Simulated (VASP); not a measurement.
Wanted: the native input for a VASP 6.6.1 run.

```yaml
Task: relaxation of cell and atoms
Functional: r2SCAN
Potentials_or_basis: VASP PAW PBE potentials, release 64 (Ga_d, N)
Cutoff: 600 eV
k_mesh: 12 × 12 × 4
Occupations: fermi-dirac, width 0.02 eV
Spin: no spin polarisation
Dipole_correction: no
Further_INCAR_settings: ALGO = Normal; EDIFF = 1e-07; IBRION = 2; EDIFFG = -0.005; NSW = 80; ISIF = 3
```

The system is GaN.

```
Ga N
1.0
     3.21832    0.00000    0.00000
    -1.60916    2.78715    0.00000
     0.00000    0.00000    5.24325
Ga N
2 2
Cartesian
  0.0000 1.8581 -0.0045
  1.6092 0.9290 2.6172
  0.0000 1.8581 1.9707
  1.6092 0.9290 4.5923
```

These files were run (other wordings do the same):

POSCAR

```
GaN
1.0
    3.2183180073      0.0000000000      0.0000000000
   -1.6091590037      2.7871451518      0.0000000000
    0.0000000000      0.0000000000      5.2432519063
Ga N
2 2
Direct
    0.3333333333      0.6666666667     -0.0008524585
    0.6666666667      0.3333333333      0.4991475415
    0.3333333333      0.6666666667      0.3758524585
    0.6666666667      0.3333333333      0.8758524585
```

INCAR.step1

```
SYSTEM = GaN
ALGO     = Normal         ! electronic algorithm
EDIFF    = 1E-4           ! SCF threshold, eV
ENCUT    = 600            ! plane-wave cutoff, eV
GGA      = PE             ! functional
ISMEAR   = -1             ! smearing method
LASPH    = .TRUE.         ! aspherical terms in the spheres
LCHARG   = .FALSE.        ! write CHGCAR
LREAL    = .FALSE.        ! projectors in reciprocal space
LWAVE    = .TRUE.         ! write WAVECAR
NELM     = 60             ! most SCF steps
PREC     = Accurate       ! precision mode
SIGMA    = 0.02           ! smearing width, eV
```

INCAR.step2

```
SYSTEM = GaN
ALGO     = Normal         ! electronic algorithm
EDIFF    = 1E-7           ! SCF threshold, eV
EDIFFG   = -0.005         ! ionic threshold
ENCUT    = 600            ! plane-wave cutoff, eV
IBRION   = 2              ! ionic algorithm
ISIF     = 3              ! what is computed and relaxed
ISMEAR   = -1             ! smearing method
ISTART   = 1            
LASPH    = .TRUE.         ! aspherical terms in the spheres
LCHARG   = .FALSE.        ! write CHGCAR
LMIXTAU  = .TRUE.       
LREAL    = .FALSE.        ! projectors in reciprocal space
LWAVE    = .FALSE.        ! write WAVECAR
METAGGA  = R2SCAN         ! meta-GGA
NELM     = 60             ! most SCF steps
NSW      = 80             ! ionic steps
PREC     = Accurate       ! precision mode
SIGMA    = 0.02           ! smearing width, eV
```

KPOINTS

```
k-points
0
G
  12 12 4
  0 0 0
```

Potentials or basis: VASP PAW PBE potentials, release 64 (Ga_d, N).

Command:

```console
$ cat potpaw_PBE.64/Ga_d/POTCAR potpaw_PBE.64/N/POTCAR > POTCAR
$ cp INCAR.step1 INCAR
$ mpirun -np 1 vasp_std > vasp.out
$ cp INCAR.step2 INCAR
$ mpirun -np 1 vasp_std > vasp.out
```

Results of the run:

* Relaxed volume: 11.43 Å³/atom
* Relaxed cell: a = 3.189 Å, b = 3.189 Å, c = 5.194 Å, α = 90.00°, β = 90.00°, γ = 120.00°
* Space group after relaxing (to 0.1 Å): P6_3mc (No. 186)
* Energy gained by relaxing: 5.4 meV/atom
* Ionic steps: 3
* Pressure after relaxing: 0.0 GPa
* Band gap on the k mesh: 2.31 eV

Caveat: the PAW data sets were made with another functional, which shifts forces and pressure a little.

Wall time 7.3 min on 1 thread of Intel(R) Xeon(R) 6975P-C (Granite Rapids), with other jobs on the host, peak memory 0.23 GiB.
